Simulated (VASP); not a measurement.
Input of a VASP 6.6.1 run:

File INCAR:

```
PREC = Accurate
ENCUT = 520
EDIFF = 1E-6
ISMEAR = -1
SIGMA = 0.05
LREAL = F
LASPH = T
NELM = 150
ALGO = Normal
ISIF = 2
LWAVE = F
LCHARG = F
MAGMOM = 0 0 0 0 0 0
LORBIT = 11
LSORBIT = T
GGA_COMPAT = F
LORBMOM = T
GGA = PE
NBANDS = 20
```

KPOINTS

```
Automatic mesh
0
Gamma
  10 10 10
```

The input POSCAR:

```
BAs
1.0
    0.0000000000      2.3724693156      2.3724693156
    2.3724693156      0.0000000000      2.3724693156
    2.3724693156      2.3724693156      0.0000000000
As B
1 1
Direct
    0.7500000000      0.7500000000      0.7500000000
    0.0000000000      0.0000000000      0.0000000000
```

Potentials or basis: VASP PAW PBE potentials, release 64 (As, B).

Command:

```bash
$ cat potpaw_PBE.64/As/POTCAR potpaw_PBE.64/B/POTCAR > POTCAR
$ mpirun -np 1 vasp_ncl > vasp.out
```

(1) Predict the net moment.

(2) What does it give for the pressure?

Results:

(1) 0.00 μB per cell.

(2) 6.5 GPa.
